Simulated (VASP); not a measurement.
A run of VASP 6.6.1 is set up as follows.

The input INCAR:

```
SYSTEM = RbBr
PREC     = Accurate       ! precision mode
ENCUT    = 520            ! plane-wave cutoff, eV
EDIFF    = 1E-7           ! SCF threshold, eV
ISMEAR   = 0              ! smearing method
SIGMA    = 0.01           ! smearing width, eV
LREAL    = .FALSE.        ! projectors in reciprocal space
LASPH    = .TRUE.         ! aspherical terms in the spheres
NELM     = 60             ! most SCF steps
ALGO     = Normal         ! electronic algorithm
ISIF     = 2              ! what is computed and relaxed
LWAVE    = .FALSE.        ! write WAVECAR
LCHARG   = .FALSE.        ! write CHGCAR
GGA      = PE             ! functional
NBANDS   = 15             ! bands
```

Contents of KPOINTS:

```
Automatic mesh
0
G
  6 6 6
  0 0 0
```

The input POSCAR:

```
RbBr
1.0
    0.0000000000      3.4720972769      3.4720972769
    3.4720972769      0.0000000000      3.4720972769
    3.4720972769      3.4720972769      0.0000000000
Rb Br
1 1
Direct
    0.0000000000      0.0000000000      0.0000000000
    0.5000000000      0.5000000000      0.5000000000
```

Potentials or basis: VASP PAW PBE potentials, release 64 (Rb_sv, Br).

Launch:

```sh
$ cat potpaw_PBE.64/Rb_sv/POTCAR potpaw_PBE.64/Br/POTCAR > POTCAR
$ mpirun -np 1 vasp_std > vasp.out
```

Task: What does it give for the band gap on the k mesh?

Result: 4.26 eV, direct.

Task: Estimate the pressure.

Result: 0.4 GPa.

Expect the measured gap to be larger: semilocal functionals such as PBE lack the derivative discontinuity.
